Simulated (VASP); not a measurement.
Input of a VASP 6.6.1 run:

INCAR

```
PREC     = Accurate       # precision mode
ENCUT    = 520            # plane-wave cutoff, eV
EDIFF    = 1E-6           # SCF threshold, eV
ISMEAR   = 1              # smearing method
SIGMA    = 0.1            # smearing width, eV
LREAL    = False          # projectors in reciprocal space
LASPH    = True           # aspherical terms in the spheres
NELM     = 80             # most SCF steps
ALGO     = Normal         # electronic algorithm
ISIF     = 2              # what is computed and relaxed
LWAVE    = False          # write WAVECAR
LCHARG   = False          # write CHGCAR
NBANDS   = 16             # bands
```

Contents of KPOINTS:

```
Automatic mesh
0
Gamma
  10 10 10
```

The input POSCAR:

```
AlRu
1.0
    3.0309676725      0.0000000000      0.0000000000
    0.0000000000      3.0309676725      0.0000000000
    0.0000000000      0.0000000000      3.0309676725
Al Ru
1 1
Direct
    0.0000000000      0.0000000000      0.0000000000
    0.5000000000      0.5000000000      0.5000000000
```

Potentials or basis: VASP PAW LDA potentials, release 64 (Al, Ru_pv).

Command:

```bash
$ cat potpaw_LDA.64/Al/POTCAR potpaw_LDA.64/Ru_pv/POTCAR > POTCAR
$ mpirun -np 1 vasp_std > vasp.out
```

Problem. Predict the pressure.

Solution. -14.7 GPa.
